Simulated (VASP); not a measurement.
# PbF2 (I4mm) in VASP: single point with PBE

Aim: the single point of PbF2 with PBE.

All numbers are computed with VASP 6.6.1; they aren't measurements. Logs are shortened: lines on timing, memory, paths and dates and some standing lists are left out, and cuts for length are marked.

## (1) The cell of the first run

Symmetry: I4mm, No. 107, tetragonal system. The conventional cell has a = 4.200 Å, b = 4.200 Å, c = 5.940 Å, α = 90.00°, β = 90.00°, γ = 90.00°. Pb (site symmetry 4mm) has 8 F at 2.49 to 2.66 Å within 3.3 Å. Within 3.3 Å of F (site symmetry 2mm) lie 4 Pb at 2.49 to 2.66 Å and 6 F at 2.97 Å.

## (2) Single point, PBE (one atom moved)

INCAR reads:

```
SYSTEM = PbF2
PREC = Accurate
ENCUT = 520
EDIFF = 1E-6
ISMEAR = 0
SIGMA = 0.02
LREAL = .FALSE.
LASPH = .TRUE.
NELM = 80
ALGO = Normal
ISIF = 2
LWAVE = .FALSE.
LCHARG = .FALSE.
GGA = PE
NBANDS = 21
```

KPOINTS reads:

```
regular mesh
0
G
  8 8 8
  0 0 0
```

POSCAR reads:

```
PbF2
1.0
    0.0000000000      2.9698500000      2.9698500000
    2.9698500000      0.0000000000      2.9698500000
    2.9698500000      2.9698500000      0.0000000000
Pb F
1 2
Direct
    0.0252538007     -0.0252538007      0.0252538007
    0.2500000000      0.2500000000      0.2500000000
    0.7500000000      0.7500000000      0.7500000000
```

Potentials or basis: VASP PAW PBE potentials, release 64 (Pb_d, F).

The run is started by

```console
$ cat potpaw_PBE.64/Pb_d/POTCAR potpaw_PBE.64/F/POTCAR > POTCAR
$ mpirun -np 1 vasp_std > vasp.out
```

OUTCAR:

```text
SYSTEM = PbF2
   PREC = Accurate
   ENCUT = 520
   EDIFF = 1E-6
   ISMEAR = 0
   LREAL = .FALSE.
   LASPH = .TRUE.
   NELM = 80
   ISIF = 2
   GGA = PE

 ion  position               nearest neighbor table
   1  0.025  0.975  0.025-   3 2.49   3 2.49   2 2.49   2 2.49   3 2.66   2 2.66   3 2.66   2 2.66

   2  0.250  0.250  0.250-   1 2.49   1 2.49   1 2.66   1 2.66
   3  0.750  0.750  0.750-   1 2.49   1 2.49   1 2.66   1 2.66

  LATTYP: Found a face centered cubic cell.
 ALAT       =     5.9397000000

  Lattice vectors:

 A1 = (   0.0000000000,   2.9698500000,   2.9698500000)
 A2 = (   2.9698500000,   0.0000000000,   2.9698500000)
 A3 = (   2.9698500000,   2.9698500000,   0.0000000000)

Analysis of symmetry for initial positions (statically):
=====================================================================
 Subroutine PRICEL returns:
 Original cell was already a primitive cell.

 Routine SETGRP: Setting up the symmetry group for a
 face centered cubic supercell.

 Subroutine GETGRP returns: Found  8 space group operations
 (whereof  8 operations were pure point group operations)
 out of a pool of 48 trial point group operations.

The static configuration has the point symmetry C_4v.

Analysis of symmetry for dynamics (positions and initial velocities):
=====================================================================
 Subroutine PRICEL returns:
 Original cell was already a primitive cell.

 Routine SETGRP: Setting up the symmetry group for a
 face centered cubic supercell.

 Subroutine GETGRP returns: Found  8 space group operations
 (whereof  8 operations were pure point group operations)
 out of a pool of 48 trial point group operations.

The dynamic configuration has the point symmetry C_4v.

 Subroutine INISYM returns: Found  8 space group operations
 (whereof  8 operations are pure point group operations),
 and found     1 'primitive' translations

----------------------------------------------------------------------------------------

                                     Primitive cell

  volume of cell :      52.3882

  direct lattice vectors                    reciprocal lattice vectors
     0.000000000  2.969850000  2.969850000    -0.168358671  0.168358671  0.168358671
     2.969850000  0.000000000  2.969850000     0.168358671 -0.168358671  0.168358671
     2.969850000  2.969850000  0.000000000     0.168358671  0.168358671 -0.168358671

  length of vectors
     4.200002148  4.200002148  4.200002148     0.291605773  0.291605773  0.291605773

  position of ions in fractional coordinates (direct lattice)
     0.025253801  0.974746199  0.025253801
     0.250000000  0.250000000  0.250000000
     0.750000000  0.750000000  0.750000000

  ion indices of the primitive-cell ions
   primitive index   ion index
                 1           1
                 2           2
                 3           3

----------------------------------------------------------------------------------------

 KPOINTS: regular mesh

Automatic generation of k-mesh.
 Grid dimensions read from file:
 generate k-points for:    8    8    8

 Generating k-lattice:

  Cartesian coordinates                     Fractional coordinates (reciprocal lattice)
    -0.021044834  0.021044834  0.021044834     0.125000000  0.000000000  0.000000000
     0.021044834 -0.021044834  0.021044834     0.000000000  0.125000000  0.000000000
     0.021044834  0.021044834 -0.021044834     0.000000000  0.000000000  0.125000000

  Length of vectors
     0.036450722  0.036450722  0.036450722

  Shift w.r.t. Gamma in fractional coordinates (k-lattice)
     0.000000000  0.000000000  0.000000000

 Subroutine IBZKPT returns following result:
 ===========================================

 Found     59 irreducible k-points:

 Following reciprocal coordinates:
            Coordinates               Weight
  0.000000  0.000000  0.000000      1.000000
  0.125000  0.000000  0.000000      8.000000
  0.250000  0.000000  0.000000      8.000000
  0.375000  0.000000  0.000000      8.000000
  0.500000  0.000000  0.000000      4.000000
  0.125000  0.125000  0.000000      4.000000
[... 16 lines left out ...]
  0.250000  0.000000  0.375000      8.000000
  0.500000  0.250000  0.000000     16.000000
 [... further k-points ...]
   k-points           NKPTS =     59   k-points in BZ     NKDIM =     59   number of bands    NBANDS=     21
   number of dos      NEDOS =    301   number of ions     NIONS =      3
   total plane-waves  NPLWV =  32768
   dimension x,y,z NGX =    32 NGY =   32 NGZ =   32
   dimension x,y,z NGXF=    64 NGYF=   64 NGZF=   64
   ions per type =               1   2
   NGX,Y,Z   is equivalent  to a cutoff of  12.67, 12.67, 12.67 a.u.
   NGXF,Y,Z  is equivalent  to a cutoff of  25.33, 25.33, 25.33 a.u.
 SYSTEM =  PbF2
   PREC   = accura    normal or accurate (medium, high low for compatibility)
   ISTART =      0    job   : 0-new  1-cont  2-samecut
   ICHARG =      2    charge: 1-file 2-atom 10-const
   ISPIN  =      1    spin polarized calculation?
   LNONCOLLINEAR =      F non collinear calculations
   LSORBIT =      F    spin-orbit coupling
   LASPH  =      T    aspherical Exc in radial PAW
   ENCUT  =  520.0 eV  38.22 Ry    6.18 a.u.   7.81  7.81  7.81*2*pi/ulx,y,z
   NELM   =     80;   NELMIN=  2; NELMDL= -5     # of ELM steps
   EDIFF  = 0.1E-05   stopping-criterion for ELM
   LREAL  =      F    real-space projection
   EDIFFG = 0.1E-04   stopping-criterion for IOM
   NSW    =      0    number of steps for IOM
   IBRION =     -1    ionic relax: 0-MD 1-quasi-New 2-CG
   NFREE  =      0    steps in history (QN), initial steepest desc. (CG)
   ISIF   =      2    stress and relaxation
   ISYM   =      2    0-nonsym 1-usesym 2-fastsym
   POTIM  = 0.5000    time-step for ionic-motion
   TEBEG  =    0.0;   TEEND  =   0.0 temperature during run
   PSTRESS=    0.0 pullay stress
   NELECT =      28.0000    total number of electrons
   NUPDOWN=      -1.0000    fix difference up-down
   EMIN   =  10.00;   EMAX   =-10.00  energy-range for DOS
   EFERMI =   0.00;   METHOD = LEGACY
   ISMEAR =     0;   SIGMA  =   0.02  broadening in eV -4-tet -1-fermi 0-gaus
   EFERMI_NEDOS =   21; number of points for ismear=-14 and -15
   IALGO  =     38    algorithm
   IMIX   =      4    mixing-type and parameters
     AMIX     =   0.40;   BMIX     =  1.00
     AMIX_MAG =   1.60;   BMIX_MAG =  1.00
  volume/ion in A,a.u.               =      17.46       117.84
  Fermi-wavevector in a.u.,A,eV,Ry     =   1.328566  2.510625 24.015460  1.765086
  Thomas-Fermi vector in A             =   2.457794
   LORBIT       =      0    0 simple, 1 ext, 2 COOP (PROOUT), +10 PAW based schemes
   GGA     = PE    functional components
   LHFCALC =     F    Hartree Fock is set to
   AEXX    =    0.0000 exact exchange contribution
   IVDW    =     0    specifies the selected vdW correction
   LEPSILON=     F    determine dielectric tensor
   LRPA    =     F    only Hartree local field effects (RPA)
 non-spin polarized calculation
 Gauss-broadening in eV      SIGMA  =   0.02
  energy-cutoff  :      520.00
  volume of cell :       52.39
 maximum number of plane-waves:      1424
   NGX = 15   NGY = 15   NGZ = 15

 number of electron      28.0000011 magnetization

 Free energy of the ion-electron system (eV)
  ---------------------------------------------------
  ext. energy  EPLUGINS =         0.00000000
  ---------------------------------------------------
  free energy    TOTEN  =       -14.32086749 eV

  energy without entropy =      -14.32086749  energy(sigma->0) =      -14.32086749

 E-fermi :   1.9757     XC(G=0):  -9.3716

 val. band max:        1.8317172365   @ k =  -0.2500   0.5000   0.2500
 cond. band min:       6.2247344401   @ k =   0.5000   0.0000   0.5000
 fundamental gap:      4.3930172036
 Fermi energy:         1.9756794063

 k-point     1 :       0.0000    0.0000    0.0000
  band No.  band energies     occupation
      1     -19.2657      2.00000
      2     -18.6623      2.00000
      3     -12.6094      2.00000
      4     -12.6094      2.00000
      5     -12.5829      2.00000
      6     -12.5547      2.00000
[... 13 lines left out ...]
     20      16.9509      0.00000
     21      19.0471      0.00000

 k-point     2 :       0.1250    0.0000    0.0000
  band No.  band energies     occupation
      1     -19.2360      2.00000
      2     -18.6890      2.00000
      3     -12.6033      2.00000
      4     -12.6019      2.00000
      5     -12.5562      2.00000
      6     -12.5522      2.00000
[... 13 lines left out ...]
     20      16.5215      0.00000
     21      18.6234      0.00000

 k-point     3 :       0.2500    0.0000    0.0000
  band No.  band energies     occupation
      1     -19.1586      2.00000
      2     -18.7565      2.00000
      3     -12.5928      2.00000
      4     -12.5883      2.00000
      5     -12.5483      2.00000
      6     -12.5396      2.00000
[... 13 lines left out ...]
     20      15.9757      0.00000
     21      17.4516      0.00000

 k-point     4 :       0.3750    0.0000    0.0000
  band No.  band energies     occupation
      1     -19.0594      2.00000
      2     -18.8447      2.00000
      3     -12.5894      2.00000
      4     -12.5843      2.00000
      5     -12.5313      2.00000
      6     -12.5281      2.00000
[... 13 lines left out ...]
     20      15.6759      0.00000
     21      16.4257      0.00000

 k-point     5 :       0.5000    0.0000    0.0000
  band No.  band energies     occupation
      1     -18.9835      2.00000
      2     -18.9146      2.00000
      3     -12.5897      2.00000
      4     -12.5845      2.00000
      5     -12.5222      2.00000
      6     -12.5216      2.00000
[... 13 lines left out ...]
     20      15.5804      0.00000
     21      16.0239      0.00000
[... 382 lines left out ...]
     20      17.4510      0.00000
     21      17.5179      0.00000

 k-point    22 :       0.3750    0.2500    0.0000
  band No.  band energies     occupation
      1     -19.0670      2.00000
      2     -18.8294      2.00000
      3     -12.5706      2.00000
      4     -12.5567      2.00000
      5     -12.5397      2.00000
      6     -12.5268      2.00000
[... 13 lines left out ...]
     20      17.3180      0.00000
     21      18.5206      0.00000

 k-point    23 :       0.2500    0.0000    0.3750
  band No.  band energies     occupation
      1     -19.0688      2.00000
      2     -18.8315      2.00000
      3     -12.5755      2.00000
      4     -12.5573      2.00000
      5     -12.5421      2.00000
      6     -12.5250      2.00000
[... 13 lines left out ...]
     20      17.3191      0.00000
     21      18.4752      0.00000

 k-point    24 :       0.5000    0.2500    0.0000
  band No.  band energies     occupation
      1     -18.9957      2.00000
      2     -18.8916      2.00000
      3     -12.5714      2.00000
      4     -12.5558      2.00000
      5     -12.5263      2.00000
      6     -12.4987      2.00000
[... 13 lines left out ...]
     20      17.3594      0.00000
     21      18.3566      0.00000

 [... further k-points ...]
[... 5 lines left out ...]
  --------------------------------------------------------------------------------------
  -------------------------------------------------------------------------------------
  Total        0.8036662      0.8457554      0.8036662      0.0000000      0.0000000      0.0000000
  in kB       24.5783511     25.8655550     24.5783511      0.0000000      0.0000000      0.0000000
  external PRESSURE =      25.0074191 kB  Pullay stress =       0.0000000 kB

 VOLUME and BASIS-vectors are now :
 -----------------------------------------------------------------------------
  energy-cutoff  :      520.00
  volume of cell :       52.39
      direct lattice vectors                 reciprocal lattice vectors
     0.000000000  2.969850000  2.969850000    -0.168358671  0.168358671  0.168358671
     2.969850000  0.000000000  2.969850000     0.168358671 -0.168358671  0.168358671
     2.969850000  2.969850000  0.000000000     0.168358671  0.168358671 -0.168358671

 POSITION                                       TOTAL-FORCE (eV/Angst)
 -----------------------------------------------------------------------------------
      2.96985      0.15000      2.96985         0.000000     -0.255583      0.000000
      1.48493      1.48493      1.48493         0.000000      0.127791      0.000000
      4.45477      4.45477      4.45477         0.000000      0.127791      0.000000
 -----------------------------------------------------------------------------------
    total drift:                               -0.000001      0.001777     -0.000001

  FREE ENERGIE OF THE ION-ELECTRON SYSTEM (eV)
  ---------------------------------------------------
  free  energy   TOTEN  =       -14.3208674862 eV

  energy  without entropy=      -14.3208674862  energy(sigma->0) =      -14.32086749
```

It took 17 s on 1 thread of Intel Xeon 6975P-C (Granite Rapids), shared host; peak memory 0.2 GiB.

Results:

```yaml
Free_energy: -14.3209 eV
Pressure: 2.5 GPa
Largest_force: 0.256 eV/Å
Band_gap_on_the_k_mesh: 4.39 eV, indirect (least direct gap 4.59 eV)
```

Forces on the atoms (eV/Å):
```
Pb   0.000 -0.256  0.000
F    0.000  0.128  0.000
F    0.000  0.128  0.000
```

Stress tensor (GPa, compression positive):
```
2.46 0.00 0.00
0.00 2.59 0.00
0.00 0.00 2.46
```

Caveat: the cell differs from its parent crystal (one atom moved); spin-orbit coupling is left out, which moves the levels of the heavy elements. A k mesh can miss the band edges.
